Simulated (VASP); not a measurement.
# CoO (R-3m) in VASP: single point with PBEsol

Aim: the single point of CoO with PBEsol.

All numbers are computed with VASP 6.6.1; they aren't measurements. Logs are shortened: lines on timing, memory, paths and dates and some standing lists are left out, and cuts for length are marked.

### Step 1. The cell of the first run

It takes space group R-3m (No. 166, trigonal). The conventional cell has a = 3.056 Å, b = 3.056 Å, c = 6.646 Å, α = 90.00°, β = 90.00°, γ = 120.00°. Within 2.8 Å of Co (site symmetry -3m) lie 6 O at 2.08 Å. Within 2.8 Å of O (site symmetry -3m) lie 6 Co at 2.08 Å.

### Step 2. Single point, PBEsol, collinear spin, ferromagnetic start

INCAR

```
SYSTEM = CoO
ALGO = Normal
EDIFF = 1E-7
ENCUT = 520
GGA = PS
ISIF = 2
ISMEAR = 0
ISPIN = 2
LASPH = .TRUE.
LCHARG = .TRUE.
LELF = .TRUE.
LMAXMIX = 4
LORBIT = 11
LREAL = .FALSE.
LVHAR = .TRUE.
LWAVE = .FALSE.
MAGMOM = 2.7 0.34
NBANDS = 18
NELM = 150
PREC = Accurate
SIGMA = 0.1
```

KPOINTS

```
k-points
0
G
  18 18 18
  0 0 0
```

POSCAR

```
CoO
1.0
    1.5279557055      0.8821656379      2.2154008293
   -1.5279557055      0.8821656379      2.2154008293
    0.0000000000     -1.7643312757      2.2154008293
Co O
1 1
Direct
    0.0000000000      0.0000000000      0.0000000000
    0.5000000000      0.5000000000      0.5000000000
```

Potentials or basis: VASP PAW PBE potentials, release 64 (Co, O).

Launch:

```bash
$ cat potpaw_PBE.64/Co/POTCAR potpaw_PBE.64/O/POTCAR > POTCAR
$ mpirun -np 1 vasp_std > vasp.out
```

OUTCAR:

```text
SYSTEM = CoO
   EDIFF = 1E-7
   ENCUT = 520
   GGA = PS
   ISIF = 2
   ISMEAR = 0
   ISPIN = 2
   LASPH = .TRUE.
   LORBIT = 11
   LREAL = .FALSE.
   NELM = 150
   PREC = Accurate

 ion  position               nearest neighbor table
   1  0.000  0.000  0.000-   2 2.08   2 2.08   2 2.08   2 2.08   2 2.08   2 2.08
   2  0.500  0.500  0.500-   1 2.08   1 2.08   1 2.08   1 2.08   1 2.08   1 2.08

  LATTYP: Found a trigonal (rhomboedric) cell.
 ALAT       =     2.8321132896
 COS(alpha) =     0.4178561942

  Lattice vectors:

 A1 = (   1.5279557055,   0.8821656379,   2.2154008293)
 A2 = (  -1.5279557055,   0.8821656379,   2.2154008293)
 A3 = (   0.0000000000,  -1.7643312757,   2.2154008293)

Analysis of symmetry for initial positions (statically):
=====================================================================
 Subroutine PRICEL returns:
 Original cell was already a primitive cell.

 Routine SETGRP: Setting up the symmetry group for a
 trigonal (rhombohedral) supercell.

 Subroutine GETGRP returns: Found 12 space group operations
 (whereof 12 operations were pure point group operations)
 out of a pool of 12 trial point group operations.

The static configuration has the point symmetry D_3d.

Analysis of symmetry for dynamics (positions and initial velocities):
=====================================================================
 Subroutine PRICEL returns:
 Original cell was already a primitive cell.

 Routine SETGRP: Setting up the symmetry group for a
 trigonal (rhombohedral) supercell.

 Subroutine GETGRP returns: Found 12 space group operations
 (whereof 12 operations were pure point group operations)
 out of a pool of 12 trial point group operations.

The dynamic configuration has the point symmetry D_3d.

Analysis of structural, dynamic, and magnetic symmetry:
=====================================================================
 Subroutine PRICEL returns:
 Original cell was already a primitive cell.

 Routine SETGRP: Setting up the symmetry group for a
 trigonal (rhombohedral) supercell.

 Subroutine GETGRP returns: Found 12 space group operations
 (whereof 12 operations were pure point group operations)
 out of a pool of 12 trial point group operations.

The overall configuration has the point symmetry D_3d.

 Subroutine INISYM returns: Found 12 space group operations
 (whereof 12 operations are pure point group operations),
 and found     1 'primitive' translations

----------------------------------------------------------------------------------------

                                     Primitive cell

  volume of cell :      17.9170

  direct lattice vectors                    reciprocal lattice vectors
     1.527955705  0.882165638  2.215400829     0.327234617  0.188928994  0.150461862
    -1.527955705  0.882165638  2.215400829    -0.327234617  0.188928994  0.150461862
     0.000000000 -1.764331276  2.215400829     0.000000000 -0.377857988  0.150461862

  length of vectors
     2.832113290  2.832113290  2.832113290     0.406712959  0.406712959  0.406712959

  position of ions in fractional coordinates (direct lattice)
     0.000000000  0.000000000  0.000000000
     0.500000000  0.500000000  0.500000000

  ion indices of the primitive-cell ions
   primitive index   ion index
                 1           1
                 2           2

----------------------------------------------------------------------------------------

 KPOINTS: k-points

Automatic generation of k-mesh.
 Grid dimensions read from file:
 generate k-points for:   18   18   18

 Generating k-lattice:

  Cartesian coordinates                     Fractional coordinates (reciprocal lattice)
     0.018179701  0.010496055  0.008358992     0.055555556  0.000000000  0.000000000
    -0.018179701  0.010496055  0.008358992     0.000000000  0.055555556  0.000000000
     0.000000000 -0.020992110  0.008358992    -0.000000000 -0.000000000  0.055555556

  Length of vectors
     0.022595164  0.022595164  0.022595164

  Shift w.r.t. Gamma in fractional coordinates (k-lattice)
     0.000000000  0.000000000  0.000000000

 Subroutine IBZKPT returns following result:
 ===========================================

 Found    580 irreducible k-points:

 Following reciprocal coordinates:
            Coordinates               Weight
  0.000000  0.000000  0.000000      1.000000
  0.055556  0.000000  0.000000      6.000000
  0.111111  0.000000  0.000000      6.000000
  0.166667 -0.000000 -0.000000      6.000000
  0.222222  0.000000  0.000000      6.000000
  0.277778  0.000000  0.000000      6.000000
[... 16 lines left out ...]
 -0.277778  0.055556  0.000000     12.000000
 -0.222222  0.055556  0.000000     12.000000
 [... further k-points ...]
   k-points           NKPTS =    580   k-points in BZ     NKDIM =    580   number of bands    NBANDS=     18
   number of dos      NEDOS =    301   number of ions     NIONS =      2
   total plane-waves  NPLWV =  13824
   dimension x,y,z NGX =    24 NGY =   24 NGZ =   24
   dimension x,y,z NGXF=    48 NGYF=   48 NGZF=   48
   ions per type =               1   1
   NGX,Y,Z   is equivalent  to a cutoff of  14.09, 14.09, 14.09 a.u.
   NGXF,Y,Z  is equivalent  to a cutoff of  28.18, 28.18, 28.18 a.u.
 SYSTEM =  CoO
   PREC   = accura    normal or accurate (medium, high low for compatibility)
   ISTART =      0    job   : 0-new  1-cont  2-samecut
   ICHARG =      2    charge: 1-file 2-atom 10-const
   ISPIN  =      2    spin polarized calculation?
   LNONCOLLINEAR =      F non collinear calculations
   LSORBIT =      F    spin-orbit coupling
   LASPH  =      T    aspherical Exc in radial PAW
   ENCUT  =  520.0 eV  38.22 Ry    6.18 a.u.   5.27  5.27  5.27*2*pi/ulx,y,z
   NELM   =    150;   NELMIN=  2; NELMDL= -5     # of ELM steps
   EDIFF  = 0.1E-06   stopping-criterion for ELM
   LREAL  =      F    real-space projection
   EDIFFG = 0.1E-05   stopping-criterion for IOM
   NSW    =      0    number of steps for IOM
   IBRION =     -1    ionic relax: 0-MD 1-quasi-New 2-CG
   NFREE  =      0    steps in history (QN), initial steepest desc. (CG)
   ISIF   =      2    stress and relaxation
   ISYM   =      2    0-nonsym 1-usesym 2-fastsym
   POTIM  = 0.5000    time-step for ionic-motion
   TEBEG  =    0.0;   TEEND  =   0.0 temperature during run
   PSTRESS=    0.0 pullay stress
   NELECT =      15.0000    total number of electrons
   NUPDOWN=      -1.0000    fix difference up-down
   EMIN   =  10.00;   EMAX   =-10.00  energy-range for DOS
   EFERMI =   0.00;   METHOD = LEGACY
   ISMEAR =     0;   SIGMA  =   0.10  broadening in eV -4-tet -1-fermi 0-gaus
   EFERMI_NEDOS =   21; number of points for ismear=-14 and -15
   IALGO  =     38    algorithm
   IMIX   =      4    mixing-type and parameters
     AMIX     =   0.40;   BMIX     =  1.00
     AMIX_MAG =   1.60;   BMIX_MAG =  1.00
  volume/ion in A,a.u.               =       8.96        60.45
  Fermi-wavevector in a.u.,A,eV,Ry     =   1.542945  2.915743 32.391105  2.380679
  Thomas-Fermi vector in A             =   2.648678
   LORBIT       =     11    0 simple, 1 ext, 2 COOP (PROOUT), +10 PAW based schemes
   GGA     = PS    functional components
   LHFCALC =     F    Hartree Fock is set to
   AEXX    =    0.0000 exact exchange contribution
   IVDW    =     0    specifies the selected vdW correction
   LEPSILON=     F    determine dielectric tensor
   LRPA    =     F    only Hartree local field effects (RPA)
 spin polarized calculation
 Gauss-broadening in eV      SIGMA  =   0.10
  energy-cutoff  :      520.00
  volume of cell :       17.92
 maximum number of plane-waves:       493
 NGX is ok and might be reduce to    24
   NGX = 11   NGY = 11   NGZ = 11

 number of electron      15.0000002 magnetization       2.6763148

 Free energy of the ion-electron system (eV)
  ---------------------------------------------------
  ext. energy  EPLUGINS =         0.00000000
  ---------------------------------------------------
  free energy    TOTEN  =       -14.01337835 eV

  energy without entropy =      -13.99725226  energy(sigma->0) =      -14.00531531

 E-fermi :   8.8465     XC(G=0): -13.1130

 val. band max:        8.8463107862   @ k =  -0.4444   0.4444   0.3889
 cond. band min:       8.8466250948   @ k =   0.3889   0.3889   0.2222
 fundamental gap:      0.0003143086
 Fermi energy:         8.8464636704

 spin component 1

 k-point     1 :       0.0000    0.0000    0.0000
  band No.  band energies     occupation
      1     -12.0233      1.00000
      2       5.1512      1.00000
      3       5.1512      1.00000
      4       5.3986      1.00000
      5       5.3986      1.00000
      6       5.7298      1.00000
[... 10 lines left out ...]
     17      33.8034      0.00000
     18      34.8064      0.00000

 k-point     2 :       0.0556    0.0000    0.0000
  band No.  band energies     occupation
      1     -11.9880      1.00000
      2       4.7283      1.00000
      3       4.7320      1.00000
      4       5.2558      1.00000
      5       5.5702      1.00000
      6       5.6154      1.00000
[... 10 lines left out ...]
     17      33.0203      0.00000
     18      35.3291      0.00000

 k-point     3 :       0.1111    0.0000    0.0000
  band No.  band energies     occupation
      1     -11.8844      1.00000
      2       4.0237      1.00000
      3       4.2044      1.00000
      4       4.7536      1.00000
      5       5.6517      1.00000
      6       5.8130      1.00000
[... 412 lines left out ...]
 k-point    23 :      -0.2778    0.0556    0.0000
  band No.  band energies     occupation
      1     -11.1845      1.00000
      2       1.3394      1.00000
      3       2.8664      1.00000
      4       3.3981      1.00000
      5       6.0585      1.00000
      6       6.3965      1.00000
[... 10 lines left out ...]
     17      36.2522      0.00000
     18      37.8331      0.00000

 k-point    24 :      -0.2222    0.0556    0.0000
  band No.  band energies     occupation
      1     -11.4204      1.00000
      2       2.0580      1.00000
      3       3.2179      1.00000
      4       3.6984      1.00000
      5       5.9479      1.00000
      6       6.2246      1.00000
[... 10 lines left out ...]
     17      36.3612      0.00000
     18      37.6016      0.00000

 [... further k-points ...]

 spin component 2

 k-point     1 :       0.0000    0.0000    0.0000
  band No.  band energies     occupation
      1     -11.5674      1.00000
      2       5.6466      1.00000
      3       5.6466      1.00000
      4       6.4137      1.00000
      5       7.3238      1.00000
      6       7.3238      1.00000
[... 10 lines left out ...]
     17      34.7143      0.00000
     18      35.6002      0.00000

 k-point     2 :       0.0556    0.0000    0.0000
  band No.  band energies     occupation
      1     -11.5313      1.00000
      2       5.3605      1.00000
      3       5.5154      1.00000
      4       6.2408      1.00000
      5       7.3805      1.00000
      6       7.4416      1.00000
[... 10 lines left out ...]
     17      33.8587      0.00000
     18      36.1343      0.00000

 k-point     3 :       0.1111    0.0000    0.0000
  band No.  band energies     occupation
      1     -11.4257      1.00000
      2       4.6707      1.00000
      3       5.2005      1.00000
      4       5.8977      1.00000
      5       7.5057      1.00000
      6       7.6434      1.00000
[... 412 lines left out ...]
 k-point    23 :      -0.2778    0.0556    0.0000
  band No.  band energies     occupation
      1     -10.7101      1.00000
      2       1.9096      1.00000
      3       4.0097      1.00000
      4       4.6511      1.00000
      5       8.0667      1.00000
      6       8.3657      1.00000
[... 10 lines left out ...]
     17      36.7140      0.00000
     18      38.3786      0.00000

 k-point    24 :      -0.2222    0.0556    0.0000
  band No.  band energies     occupation
      1     -10.9516      1.00000
      2       2.6663      1.00000
      3       4.3275      1.00000
      4       4.9326      1.00000
      5       7.9268      1.00000
      6       8.1846      1.00000
[... 10 lines left out ...]
     17      36.8917      0.00000
     18      38.1699      0.00000

 [... further k-points ...]
[... 5 lines left out ...]
  --------------------------------------------------------------------------------------
  -------------------------------------------------------------------------------------
  Total       -0.1137354     -0.1137354     -0.0694890      0.0000000     -0.0000000     -0.0000000
  in kB      -10.1704897    -10.1704897     -6.2138743      0.0000000     -0.0000000     -0.0000000
  external PRESSURE =      -8.8516179 kB  Pullay stress =       0.0000000 kB

 VOLUME and BASIS-vectors are now :
 -----------------------------------------------------------------------------
  energy-cutoff  :      520.00
  volume of cell :       17.92
      direct lattice vectors                 reciprocal lattice vectors
     1.527955705  0.882165638  2.215400829     0.327234617  0.188928994  0.150461862
    -1.527955705  0.882165638  2.215400829    -0.327234617  0.188928994  0.150461862
     0.000000000 -1.764331276  2.215400829     0.000000000 -0.377857988  0.150461862

 POSITION                                       TOTAL-FORCE (eV/Angst)
 -----------------------------------------------------------------------------------
      0.00000      0.00000      0.00000        -0.000000      0.000000     -0.000000
      0.00000      0.00000      3.32310         0.000000     -0.000000      0.000000
 -----------------------------------------------------------------------------------
    total drift:                               -0.000000      0.000000     -0.000000

  FREE ENERGIE OF THE ION-ELECTRON SYSTEM (eV)
  ---------------------------------------------------
  free  energy   TOTEN  =       -14.0133783502 eV

  energy  without entropy=      -13.9972522620  energy(sigma->0) =      -14.00531531

 total charge

# of ion       s       p       d       tot
------------------------------------------
    1        0.320   0.411   7.213   7.943
    2        1.553   3.422   0.000   4.976
--------------------------------------------------
tot          1.873   3.833   7.213  12.919

 magnetization (x)

# of ion       s       p       d       tot
------------------------------------------
    1        0.019   0.019   2.332   2.370
    2        0.030   0.231   0.000   0.262
--------------------------------------------------
tot          0.050   0.250   2.332   2.632
```

Wall time 6.7 min (1 thread of Intel Xeon Platinum 8175M at 2.50GHz (Skylake/Cascade Lake), shared host); peak memory 0.38 GiB.

Results:

| Item | Value |
| --- | --- |
| Free energy | -14.0134 eV |
| Pressure | -0.9 GPa |
| Net moment | 2.68 μB per cell |
| Site moments | Co +2.37; O +0.26 μB |
| Valence electrons inside the program's atomic spheres | Co 7.94; O 4.98 |

Stress tensor (GPa, compression positive):
```
-1.02  0.00  0.00
 0.00 -1.02  0.00
 0.00  0.00 -0.62
```

Levels at points of the mesh, in eV from the Fermi level:
Spin up:
```
           k point  band 6  band 7  band 8  band 9  band 10  band 11  band 12  band 13
(0.00, 0.00, 0.00)   -3.12   -3.12   -3.01   -2.79     1.33    16.75    17.56    17.56
(0.50, 0.00, 0.00)   -2.29   -1.64    0.15    0.38     5.27     9.48    13.62    15.66
(0.50, 0.50, 0.00)   -2.84   -2.21   -1.96   -1.94     6.26    10.00    12.14    15.51
(0.50, 0.50, 0.50)   -2.13   -1.39    0.46    0.46     4.44    11.45    12.13    12.13
```
Spin down:
```csv
k point,band 3,band 4,band 5,band 6,band 7,band 8,band 9,band 10
"(0.00, 0.00, 0.00)",-3.20,-2.43,-1.52,-1.52,-0.99,-0.22,-0.22,1.89
"(0.50, 0.00, 0.00)",-5.39,-4.61,-0.49,-0.37,0.42,2.47,2.72,5.56
"(0.50, 0.50, 0.00)",-4.78,-3.78,-2.61,0.04,0.07,0.40,0.81,7.08
"(0.50, 0.50, 0.50)",-5.78,-5.78,0.06,0.06,0.39,2.85,2.85,4.72
```

Caveat: the PAW data sets were made with another functional, which shifts forces and pressure a little; a cell with one magnetic atom can't hold antiferromagnetic order, which such compounds often take; semilocal functionals often make such compounds metallic where correlation or magnetic order opens a gap, which also shifts bond lengths. With open d or f shells a metallic result of PBEsol can be an artefact of self-interaction; +U or a hybrid may open a gap.
